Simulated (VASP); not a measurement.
Write the native input for VASP 6.6.1 that does the following.

```yaml
Task: single point
Functional: PBEsol
Potentials_or_basis: VASP PAW PBE potentials, release 64 (Re)
Cutoff: 520 eV
k_mesh: 24 × 24 × 24
Occupations: gaussian, width 0.1 eV
Spin: no spin polarisation
Dipole_correction: no
Further_INCAR_settings: ALGO = Fast; EDIFF = 1e-06; NBANDS = 14
```

The structure of Re lies in POSCAR:

```
Re
1.0
   -2.4946789015      2.4946789015      1.2880530650
    2.4946789015     -2.4946789015      1.2880530650
    2.4946789015      2.4946789015     -1.2880530650
Re
2
Direct
    0.0000000000      0.0000000000      0.0000000000
    0.7500000000      0.2500000000      0.5000000000
```

One way to write it, as run:

INCAR

```
SYSTEM = Re
PREC = Accurate ; ENCUT = 520
EDIFF = 1E-6 ; ISMEAR = 0
SIGMA = 0.1 ; LREAL = .False.
LASPH = .True. ; NELM = 80
ALGO = Fast ; ISIF = 2
LWAVE = .False. ; LCHARG = .False.
GGA = PS ; NBANDS = 14
```

KPOINTS

```
Automatic mesh
0
Gamma
  24 24 24
  0 0 0
```

Potentials or basis: VASP PAW PBE potentials, release 64 (Re).

The run is started by

```console
$ cat potpaw_PBE.64/Re/POTCAR > POTCAR
$ mpirun -np 1 vasp_std > vasp.out
```

Results of the run:

- Pressure: -0.8 GPa
- Band gap on the k mesh: zero (bands 7 and 8 overlap by 2.39 eV)

Caveat: the PAW data sets were made with another functional, which shifts forces and pressure a little; spin-orbit coupling is left out, which moves the levels of the heavy elements.

Run time: 7.1 min on 1 thread of Intel(R) Xeon(R) Platinum 8488C (Sapphire Rapids) (shared host), peak memory 0.52 GiB.
